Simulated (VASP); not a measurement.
Ge2Sb2O:

```
Ge Sb O
1.0
    -2.08883    2.08883    6.46235
     2.08883   -2.08883    6.46235
     2.08883    2.08883   -6.46235
Ge Sb O
2 2 1
Direct
  0.65472 0.65472 0.00000
  0.34528 0.34528 0.00000
  0.85929 0.85929 0.00000
  0.14071 0.14071 0.00000
  0.00000 0.00000 0.00000
```

The cell was built from a structure type or drawn by symmetry, and may not be a known phase.

* Program: VASP 6.6.1
* Task: relaxation of cell and atoms
* Functional: PBE
* Potentials or basis: VASP PAW PBE potentials, release 64 (Ge_d, Sb, O)
* Cutoff: 600 eV
* k mesh: 6 × 6 × 6
* Occupations: gaussian, width 0.1 eV
* Spin: no spin polarisation

At the start: pressure 10.5 GPa; volume 22.56 Å³/atom.

Problem. How do energy, volume and symmetry change on relaxing?

Solution. Over 28 steps the energy falls by 288.6 meV/atom and the volume is 24.40 Å³/atom (+8.2 %); space group I4/mmm (No. 139, to 0.1 Å) before and after.

The path:
| step | energy change (eV) | largest force (eV/Å) | pressure (GPa) | volume (Å³) |
| --- | --- | --- | --- | --- |
| 1 | 0.0000 | 4.2393 | 10.53 | 112.79 |
| 2 | 0.4717 | 1.6457 | -6.72 | 136.16 |
| 3 | -1.1013 | 1.0942 | -2.31 | 121.78 |
| 4 | -1.1187 | 0.9354 | -1.72 | 121.02 |
| 5 | -1.1242 | 0.7729 | -1.14 | 120.33 |
| 6 | -1.2078 | 0.5122 | -0.39 | 118.08 |
| 7 | -1.2265 | 0.3739 | 0.25 | 116.63 |
| 8 | -1.2272 | 0.3484 | 0.40 | 116.30 |
| 9 | -1.2447 | 0.2843 | 0.58 | 116.91 |
| 10 | -1.2489 | 0.2955 | 0.73 | 117.39 |
| 11 | -1.2588 | 0.3140 | 0.39 | 118.23 |
| 12 | -1.2799 | 0.3587 | -0.55 | 120.74 |
| 13 | -1.2915 | 0.3713 | -1.95 | 125.85 |
| 14 | -1.3003 | 0.3621 | -1.94 | 126.08 |
| 15 | -1.3237 | 0.3314 | -1.94 | 126.79 |
| 16 | -1.3533 | 0.2619 | -2.12 | 128.16 |
| 17 | -1.3518 | 0.2857 | -2.48 | 130.76 |
| 18 | -1.3640 | 0.1858 | -2.32 | 129.41 |
| 19 | -1.4057 | 0.2870 | -1.28 | 126.37 |
| 20 | -1.4282 | 0.4114 | 0.28 | 122.54 |
| 21 | -1.4379 | 0.1235 | -0.02 | 121.91 |
| 22 | -1.4381 | 0.1220 | 0.00 | 121.97 |
| 23 | -1.4392 | 0.1068 | 0.03 | 121.92 |
| 24 | -1.4416 | 0.0636 | 0.11 | 121.75 |
| 25 | -1.4424 | 0.0145 | 0.31 | 121.41 |
| 26 | -1.4427 | 0.0107 | 0.26 | 121.52 |
| 27 | -1.4429 | 0.0650 | -0.14 | 122.42 |
| 28 | -1.4432 | 0.0352 | -0.01 | 122.00 |

Final structure:
```
Ge Sb O
1.0
    -1.97159    1.97159    7.84648
     1.97159   -1.97159    7.84648
     1.97159    1.97159   -7.84648
Ge Sb O
2 2 1
Direct
  0.67863 0.67863 0.00000
  0.32137 0.32137 0.00000
  0.87192 0.87192 0.00000
  0.12808 0.12808 0.00000
  0.00000 0.00000 0.00000
```

Caveat: a cell axis changed by over 15 % at a fixed basis, so the end point is rough.
